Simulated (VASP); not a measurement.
Input of a VASP 6.6.1 run:

File INCAR:

```
SYSTEM = Al5Ga3N8
PREC = Accurate ; ENCUT = 520
EDIFF = 1E-6 ; ISMEAR = 0
SIGMA = 0.1 ; LREAL = Auto
LASPH = .TRUE. ; NELM = 80
ALGO = Normal ; ISIF = 2
LWAVE = .FALSE. ; LCHARG = .FALSE.
GGA = PS ; NBANDS = 61
```

The input KPOINTS:

```
regular mesh
0
G
  4 6 6
  0 0 0
```

POSCAR

```
Al5Ga3N8
1.0
   -0.0011623932     -0.0006711080     -5.0678755575
    3.1356899438      5.4337867085      0.0014529332
    3.1379523564     -5.4350929130      0.0000000000
Ga Al N
3 5 8
Direct
   -0.0012772222      0.1652048175      0.3312850121
   -0.0012772222      0.1652048175      0.8339198054
    0.4989621649      0.3350061852      0.6675030926
    0.0000269688      0.6673149895      0.3336574947
   -0.0003099296      0.6691191055      0.8345595528
    0.5001405206      0.3355364336      0.1677682168
    0.5003445666      0.8313790402      0.6652959692
    0.5003445666      0.8313790402      0.1660830710
    0.6133966308      0.1629182285      0.3263240261
    0.6133966308      0.1629182285      0.8365942024
    0.6227454279      0.6671172637      0.3335586318
    0.6246601635      0.6744635482      0.8372317741
    0.1146610485      0.3399231757      0.6699615879
    0.1259122590      0.3406823960      0.1703411980
    0.1241367131      0.8259163651      0.6626556378
    0.1241367131      0.8259163651      0.1632607273
```

Potentials or basis: VASP PAW PBE potentials, release 64 (Ga_d, Al, N).

Run with:

```console
$ cat potpaw_PBE.64/Ga_d/POTCAR potpaw_PBE.64/Al/POTCAR potpaw_PBE.64/N/POTCAR > POTCAR
$ mpirun -np 1 vasp_std > vasp.out
```

Question: Estimate the band gap on the k mesh.

Answer: 3.21 eV.

Question: Estimate the pressure.

Answer: 0.0 GPa.

Question: What does it give for the largest force?

Answer: 0.018 eV/Å.

Forces on the atoms (eV/Å):
```
Ga   0.015  0.001 -0.008
Ga   0.008  0.012 -0.008
Ga  -0.004 -0.002  0.004
Al  -0.005 -0.003  0.001
Al  -0.014 -0.008 -0.002
Al  -0.007 -0.004  0.011
Al   0.003  0.005  0.007
Al   0.006  0.000  0.007
N    0.013 -0.006 -0.010
N    0.001  0.015 -0.010
N    0.006  0.004 -0.003
N   -0.009 -0.005  0.003
N   -0.015 -0.009 -0.003
N   -0.013 -0.007  0.003
N    0.007  0.005  0.003
N    0.008  0.003  0.003
```

Caveat: the PAW data sets were made with another functional, which shifts forces and pressure a little. A k mesh can miss the band edges.
